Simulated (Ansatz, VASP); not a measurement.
One calculation of ScAl3N4, two programs

```
CELL_PARAMETERS angstrom
2.93044 0.00000 0.00000
0.00000 5.17884 0.00000
0.00000 0.00000 5.04287
ATOMIC_POSITIONS crystal
Sc 0.50000 0.00000 0.83667
Al 0.00000 0.00000 0.33076
Al 0.00000 0.50000 0.66453
Al 0.50000 0.50000 0.16736
N 0.00000 0.26050 0.01063
N 0.50000 0.25537 0.48971
N 0.00000 0.73950 0.01063
N 0.50000 0.74463 0.48971
```

Change from the starting cell: species swapped into the Mn4BiSb3 type (Pmm2, No. 25).

Alike in both runs: functional PBE; k mesh 3 × 3 × 2; occupations gaussian, width 0.15 eV; no spin polarisation.

Ansatz relaxed the structure, and its values are those at the end. VASP's run is a single point on that final structure, the one shown.

|  | VASP | Ansatz |
| --- | --- | --- |
| version | VASP 6.6.1 | Ansatz 0.2.0 |
| potentials or method | VASP PAW PBE potentials, release 64 (Sc_sv, Al, N), cutoff 600 eV | scalar-relativistic, plane waves, PAW |
| valence electrons in the cell | 40 | 40 |

|  | VASP | Ansatz | Ansatz less VASP |
| --- | --- | --- | --- |
| gap on the k mesh at the Fermi level (eV) | 0.18 | 0.19 | +0.013 |
| least direct gap on the mesh (eV) | 0.32 | 0.33 | +0.008 |
| pressure (GPa) | 0.2 | 0.0 | -0.17 |
| rms of the force components (eV/Å) | 0.010 | 0.021 | +0.0116 |

The k mesh is coarse, so the values compare programs but aren't converged.
